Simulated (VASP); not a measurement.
# Pb (I4/mmm) in VASP: notebook

The runs below take Pb through single point, with LDA.

All numbers are computed with VASP 6.6.1; they aren't measurements. Logs are shortened: lines on timing, memory, paths and dates and some standing lists are left out, and cuts for length are marked.

## (1) The cell of the first run

It takes space group I4/mmm (No. 139, tetragonal). The conventional cell has a = 4.058 Å, b = 4.058 Å, c = 3.761 Å, α = 90.00°, β = 90.00°, γ = 90.00°. Within 4.5 Å of Pb (site symmetry 4/mmm) lie 14 Pb at 3.43 to 4.06 Å.

## (2) Single point, LDA (strain +0.025 along x and y, -0.050 along z)

The input, INCAR:

```
PREC = Accurate ; ENCUT = 520
EDIFF = 1E-6 ; ISMEAR = 0
SIGMA = 0.15 ; LREAL = False
LASPH = True ; NELM = 60
ALGO = Fast ; ISIF = 2
LWAVE = False ; LCHARG = False
NBANDS = 13
```

The input, KPOINTS:

```
Automatic mesh
0
Gamma
  18 18 18
```

The input, POSCAR:

```
Pb
1.0
   -2.0291510559      2.0291510559      1.8806765884
    2.0291510559     -2.0291510559      1.8806765884
    2.0291510559      2.0291510559     -1.8806765884
Pb
1
Direct
    0.0000000000      0.0000000000      0.0000000000
```

Potentials or basis: VASP PAW LDA potentials, release 64 (Pb_d).

Started as:

```bash
$ cat potpaw_LDA.64/Pb_d/POTCAR > POTCAR
$ mpirun -np 1 vasp_std > vasp.out
```

OUTCAR:

```text
PREC = Accurate
   ENCUT = 520
   EDIFF = 1E-6
   ISMEAR = 0
   LREAL = False
   LASPH = True
   NELM = 60
   ISIF = 2

 ion  position               nearest neighbor table
   1  0.000  0.000  0.000-

  LATTYP: Found a body centered tetragonal cell.
 ALAT       =     4.0583021118
 C/A-ratio  =     0.9268292683

  Lattice vectors:

 A1 = (  -2.0291510559,   2.0291510559,   1.8806765884)
 A2 = (   2.0291510559,  -2.0291510559,   1.8806765884)
 A3 = (   2.0291510559,   2.0291510559,  -1.8806765884)

Analysis of symmetry for initial positions (statically):
=====================================================================
 Subroutine PRICEL returns:
 Original cell was already a primitive cell.

 Routine SETGRP: Setting up the symmetry group for a
 body centered tetragonal supercell.

 Subroutine GETGRP returns: Found 16 space group operations
 (whereof 16 operations were pure point group operations)
 out of a pool of 16 trial point group operations.

The static configuration has the point symmetry D_4h.

Analysis of symmetry for dynamics (positions and initial velocities):
=====================================================================
 Subroutine PRICEL returns:
 Original cell was already a primitive cell.

 Routine SETGRP: Setting up the symmetry group for a
 body centered tetragonal supercell.

 Subroutine GETGRP returns: Found 16 space group operations
 (whereof 16 operations were pure point group operations)
 out of a pool of 16 trial point group operations.

The dynamic configuration has the point symmetry D_4h.

 Subroutine INISYM returns: Found 16 space group operations
 (whereof 16 operations are pure point group operations),
 and found     1 'primitive' translations

----------------------------------------------------------------------------------------

                                     Primitive cell

  volume of cell :      30.9744

  direct lattice vectors                    reciprocal lattice vectors
    -2.029151056  2.029151056  1.880676588     0.000000000  0.246408467  0.265861766
     2.029151056 -2.029151056  1.880676588     0.246408467  0.000000000  0.265861766
     2.029151056  2.029151056 -1.880676588     0.246408467  0.246408467  0.000000000

  length of vectors
     3.431013326  3.431013326  3.431013326     0.362490843  0.362490843  0.348474195

  position of ions in fractional coordinates (direct lattice)
     0.000000000  0.000000000  0.000000000

  ion indices of the primitive-cell ions
   primitive index   ion index
                 1           1

----------------------------------------------------------------------------------------

 KPOINTS: Automatic mesh

Automatic generation of k-mesh.
 Grid dimensions read from file:
 generate k-points for:   18   18   18

 Generating k-lattice:

  Cartesian coordinates                     Fractional coordinates (reciprocal lattice)
     0.000000000  0.013689359  0.014770098     0.055555556 -0.000000000  0.000000000
     0.013689359  0.000000000  0.014770098    -0.000000000  0.055555556  0.000000000
     0.013689359  0.013689359  0.000000000     0.000000000  0.000000000  0.055555556

  Length of vectors
     0.020138380  0.020138380  0.019359678

  Shift w.r.t. Gamma in fractional coordinates (k-lattice)
     0.000000000  0.000000000  0.000000000

 Subroutine IBZKPT returns following result:
 ===========================================

 Found    480 irreducible k-points:

 Following reciprocal coordinates:
            Coordinates               Weight
  0.000000  0.000000  0.000000      1.000000
  0.055556  0.000000 -0.000000      8.000000
  0.111111  0.000000 -0.000000      8.000000
  0.166667  0.000000 -0.000000      8.000000
  0.222222  0.000000 -0.000000      8.000000
  0.277778  0.000000 -0.000000      8.000000
[... 16 lines left out ...]
 -0.277778  0.055556  0.000000     16.000000
 -0.222222  0.055556  0.000000     16.000000
 [... further k-points ...]
   k-points           NKPTS =    480   k-points in BZ     NKDIM =    480   number of bands    NBANDS=     13
   number of dos      NEDOS =    301   number of ions     NIONS =      1
   total plane-waves  NPLWV =  21952
   dimension x,y,z NGX =    28 NGY =   28 NGZ =   28
   dimension x,y,z NGXF=    56 NGYF=   56 NGZF=   56
   ions per type =               1
   NGX,Y,Z   is equivalent  to a cutoff of  13.57, 13.57, 13.57 a.u.
   NGXF,Y,Z  is equivalent  to a cutoff of  27.13, 27.13, 27.13 a.u.
 SYSTEM =  unknown system
   PREC   = accura    normal or accurate (medium, high low for compatibility)
   ISTART =      0    job   : 0-new  1-cont  2-samecut
   ICHARG =      2    charge: 1-file 2-atom 10-const
   ISPIN  =      1    spin polarized calculation?
   LNONCOLLINEAR =      F non collinear calculations
   LSORBIT =      F    spin-orbit coupling
   LASPH  =      T    aspherical Exc in radial PAW
   ENCUT  =  520.0 eV  38.22 Ry    6.18 a.u.   6.38  6.38  6.38*2*pi/ulx,y,z
   NELM   =     60;   NELMIN=  2; NELMDL= -5     # of ELM steps
   EDIFF  = 0.1E-05   stopping-criterion for ELM
   LREAL  =      F    real-space projection
   EDIFFG = 0.1E-04   stopping-criterion for IOM
   NSW    =      0    number of steps for IOM
   IBRION =     -1    ionic relax: 0-MD 1-quasi-New 2-CG
   NFREE  =      0    steps in history (QN), initial steepest desc. (CG)
   ISIF   =      2    stress and relaxation
   ISYM   =      2    0-nonsym 1-usesym 2-fastsym
   POTIM  = 0.5000    time-step for ionic-motion
   TEBEG  =    0.0;   TEEND  =   0.0 temperature during run
   PSTRESS=    0.0 pullay stress
   NELECT =      14.0000    total number of electrons
   NUPDOWN=      -1.0000    fix difference up-down
   EMIN   =  10.00;   EMAX   =-10.00  energy-range for DOS
   EFERMI =   0.00;   METHOD = LEGACY
   ISMEAR =     0;   SIGMA  =   0.15  broadening in eV -4-tet -1-fermi 0-gaus
   EFERMI_NEDOS =   21; number of points for ismear=-14 and -15
   IALGO  =     68    algorithm
   IMIX   =      4    mixing-type and parameters
     AMIX     =   0.40;   BMIX     =  1.00
     AMIX_MAG =   1.60;   BMIX_MAG =  1.00
  volume/ion in A,a.u.               =      30.97       209.03
  Fermi-wavevector in a.u.,A,eV,Ry     =   1.256367  2.374190 21.476229  1.578458
  Thomas-Fermi vector in A             =   2.390079
   LORBIT       =      0    0 simple, 1 ext, 2 COOP (PROOUT), +10 PAW based schemes
   GGA     = CA    functional components
   LHFCALC =     F    Hartree Fock is set to
   AEXX    =    0.0000 exact exchange contribution
   IVDW    =     0    specifies the selected vdW correction
   LEPSILON=     F    determine dielectric tensor
   LRPA    =     F    only Hartree local field effects (RPA)
 non-spin polarized calculation
 RMM-DIIS sequential band-by-band and
 Gauss-broadening in eV      SIGMA  =   0.15
  energy-cutoff  :      520.00
  volume of cell :       30.97
 maximum number of plane-waves:       859
 NGX is ok and might be reduce to    28
   NGX = 13   NGY = 13   NGZ = 13

 number of electron      14.0000001 magnetization

 Free energy of the ion-electron system (eV)
  ---------------------------------------------------
  ext. energy  EPLUGINS =         0.00000000
  ---------------------------------------------------
  free energy    TOTEN  =        -4.20769706 eV

  energy without entropy =       -4.20113198  energy(sigma->0) =       -4.20441452

 E-fermi :   6.7523     XC(G=0): -10.3556

 val. band max:        6.7478775069   @ k =  -0.2778   0.2778   0.0556
 cond. band min:       6.7542254382   @ k =  -0.3333   0.2222   0.0000
 fundamental gap:      0.0063479313
 Fermi energy:         6.7523356589

 k-point     1 :       0.0000    0.0000    0.0000
  band No.  band energies     occupation
      1     -10.3058      2.00000
      2     -10.2579      2.00000
      3     -10.2579      2.00000
      4     -10.0843      2.00000
      5     -10.0268      2.00000
      6      -4.8587      2.00000
      7      13.8901      0.00000
      8      13.8901      0.00000
      9      14.5109      0.00000
     10      17.7734      0.00000
     11      17.7734      0.00000
     12      18.2004      0.00000
     13      18.5677      0.00000

 k-point     2 :       0.0556    0.0000   -0.0000
  band No.  band energies     occupation
      1     -10.3018      2.00000
      2     -10.2555      2.00000
      3     -10.2538      2.00000
      4     -10.0834      2.00000
      5     -10.0295      2.00000
      6      -4.7955      2.00000
      7      13.4595      0.00000
      8      13.6774      0.00000
      9      14.1786      0.00000
     10      17.3821      0.00000
     11      17.5648      0.00000
     12      18.3010      0.00000
     13      18.6485      0.00000

 k-point     3 :       0.1111    0.0000   -0.0000
  band No.  band energies     occupation
      1     -10.2993      2.00000
      2     -10.2495      2.00000
      3     -10.2328      2.00000
      4     -10.0809      2.00000
      5     -10.0366      2.00000
      6      -4.6057      2.00000
      7      12.1474      0.00000
      8      13.1426      0.00000
      9      13.7414      0.00000
     10      16.6199      0.00000
     11      17.1325      0.00000
     12      18.1302      0.00000
     13      19.5771      0.00000
[... 305 lines left out ...]
 k-point    23 :      -0.2778    0.0556    0.0000
  band No.  band energies     occupation
      1     -10.3214      2.00000
      2     -10.2415      2.00000
      3     -10.0968      2.00000
      4     -10.0743      2.00000
      5     -10.0553      2.00000
      6      -3.5644      2.00000
      7       8.0205      0.00000
      8      11.0353      0.00000
      9      12.3760      0.00000
     10      15.3294      0.00000
     11      16.6331      0.00000
     12      18.8757      0.00000
     13      20.8949      0.00000

 k-point    24 :      -0.2222    0.0556    0.0000
  band No.  band energies     occupation
      1     -10.3078      2.00000
      2     -10.2431      2.00000
      3     -10.1540      2.00000
      4     -10.0839      2.00000
      5     -10.0479      2.00000
      6      -4.0583      2.00000
      7       9.6037      0.00000
      8      11.7557      0.00000
      9      12.8903      0.00000
     10      15.8266      0.00000
     11      16.9720      0.00000
     12      18.4596      0.00000
     13      20.5888      0.00000

 [... further k-points ...]
[... 5 lines left out ...]
  --------------------------------------------------------------------------------------
  -------------------------------------------------------------------------------------
  Total       -0.4889117     -0.4889117     -0.7265806      0.0000000      0.0000000      0.0000000
  in kB      -25.2893769    -25.2893769    -37.5830051      0.0000000      0.0000000      0.0000000
  external PRESSURE =     -29.3872529 kB  Pullay stress =       0.0000000 kB

 VOLUME and BASIS-vectors are now :
 -----------------------------------------------------------------------------
  energy-cutoff  :      520.00
  volume of cell :       30.97
      direct lattice vectors                 reciprocal lattice vectors
    -2.029151056  2.029151056  1.880676588     0.000000000  0.246408467  0.265861766
     2.029151056 -2.029151056  1.880676588     0.246408467  0.000000000  0.265861766
     2.029151056  2.029151056 -1.880676588     0.246408467  0.246408467  0.000000000

 POSITION                                       TOTAL-FORCE (eV/Angst)
 -----------------------------------------------------------------------------------
      0.00000      0.00000      0.00000        -0.000000     -0.000000     -0.000000
 -----------------------------------------------------------------------------------
    total drift:                               -0.000000     -0.000000     -0.000000

  FREE ENERGIE OF THE ION-ELECTRON SYSTEM (eV)
  ---------------------------------------------------
  free  energy   TOTEN  =        -4.2076970634 eV

  energy  without entropy=       -4.2011319812  energy(sigma->0) =       -4.20441452
```

It took 2.5 min on 1 thread of Intel Xeon 6975P-C, shared host; peak memory 0.29 GiB.

What came out:

- Free energy: -4.2077 eV
- Pressure: -2.9 GPa
- Band gap on the k mesh: zero (band 7 reaches 13.89 eV, above the bottom of band 8 at 4.84 eV)

Caveat: the cell differs from its parent crystal (strain +0.025 along x and y, -0.050 along z); spin-orbit coupling is left out, which moves the levels of the heavy elements.

## (3) Single point, LDA (strain +0.050 along x and y, -0.050 along z)

The input, INCAR:

```
SYSTEM = Pb
  PREC = Accurate
  ENCUT = 520
  EDIFF = 1E-7
  ISMEAR = 0
  SIGMA = 0.15
  LREAL = .False.
  LASPH = .True.
  NELM = 80
  ALGO = Fast
  ISIF = 2
  LWAVE = .False.
  LCHARG = .False.
  GGA = CA
  NBANDS = 13
```

The input, KPOINTS:

```
Automatic mesh
0
Gamma
  18 18 18
  0 0 0
```

The input, POSCAR:

```
Pb
1.0
   -2.0786425450      2.0786425450      1.8806765884
    2.0786425450     -2.0786425450      1.8806765884
    2.0786425450      2.0786425450     -1.8806765884
Pb
1
Direct
    0.0000000000      0.0000000000      0.0000000000
```

Potentials or basis: VASP PAW LDA potentials, release 64 (Pb_d).

Started as:

```bash
$ cat potpaw_LDA.64/Pb_d/POTCAR > POTCAR
$ mpirun -np 1 vasp_std > vasp.out
```

Wall time 2.7 min (1 thread of Intel Xeon 6975P-C, shared host); peak memory 0.29 GiB.

Results (log left out):

| Item | Value |
| --- | --- |
| Free energy | -4.1761 eV |
| Pressure | -4.5 GPa |
| Band gap on the k mesh | zero (band 7 reaches 12.88 eV, above the bottom of band 8 at 4.47 eV) |

Stress tensor (GPa, compression positive):
```
-4.11  0.00  0.00
 0.00 -4.11  0.00
 0.00  0.00 -5.24
```

Levels at points of the mesh, in eV from the Fermi level:
```
           k point  band 4  band 5  band 6  band 7  band 8  band 9  band 10  band 11
(0.00, 0.00, 0.00)  -16.83  -16.76  -11.29    6.66    6.66    7.47    10.67    10.97
(0.50, 0.00, 0.00)  -16.75  -16.66   -7.67   -3.61    2.93    4.42     6.91     8.30
(0.50, 0.50, 0.00)  -16.80  -16.67   -8.15   -3.84    4.05    5.96     8.28     9.79
(0.50, 0.50, 0.50)  -16.70  -16.68   -5.59   -0.81   -0.81    0.89     4.19     5.31
```

Caveat: the cell differs from its parent crystal (strain +0.050 along x and y, -0.050 along z); spin-orbit coupling is left out, which moves the levels of the heavy elements.
